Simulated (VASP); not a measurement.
Set up this calculation in VASP 6.6.1, as the native input.

| Quantity | Value |
| --- | --- |
| Task | single point |
| Functional | PBE |
| Potentials or basis | VASP PAW PBE potentials, release 64 (K_sv, F) |
| Cutoff | 600 eV |
| k mesh | 8 × 8 × 8 |
| Occupations | fermi-dirac, width 0.02 eV |
| Spin | no spin polarisation |
| Dipole correction | no |
| Further INCAR settings | ALGO = Normal; EDIFF = 1e-06; NBANDS = 15 |

The structure of KF lies in POSCAR:

```
KF
1.0
    0.0000000000      2.6589605792      2.7831340383
    2.6589605792      0.0000000000      2.7831340383
    2.6589605792      2.6589605792      0.0000000000
K F
1 1
Direct
    0.0000000000      0.0000000000      0.0000000000
    0.5000000000      0.5000000000      0.5000000000
```

This cell differs from its parent crystal: uniaxial z strain +4.7%.

One way to write it, as run:

INCAR

```
PREC = Accurate ; ENCUT = 600
EDIFF = 1E-6 ; ISMEAR = -1
SIGMA = 0.02 ; LREAL = F
LASPH = T ; NELM = 120
ALGO = Normal ; ISIF = 2
LWAVE = F ; LCHARG = T
GGA = PE ; LELF = T
LVHAR = T ; NBANDS = 15
GGA_COMPAT = F
```

KPOINTS

```
regular mesh
0
Gamma
  8 8 8
```

Potentials or basis: VASP PAW PBE potentials, release 64 (K_sv, F).

The run is started by

```sh
$ cat potpaw_PBE.64/K_sv/POTCAR potpaw_PBE.64/F/POTCAR > POTCAR
$ mpirun -np 1 vasp_std > vasp.out
```

It gave:

```yaml
Pressure: 0.5 GPa
Band_gap_on_the_k_mesh: 5.98 eV, direct
```

Caveat: the cell differs from its parent crystal (uniaxial z strain +4.7%).

Run time: 24 s on 1 thread of Intel(R) Xeon(R) 6975P-C (Granite Rapids), on a shared host, peak memory 0.2 GiB.
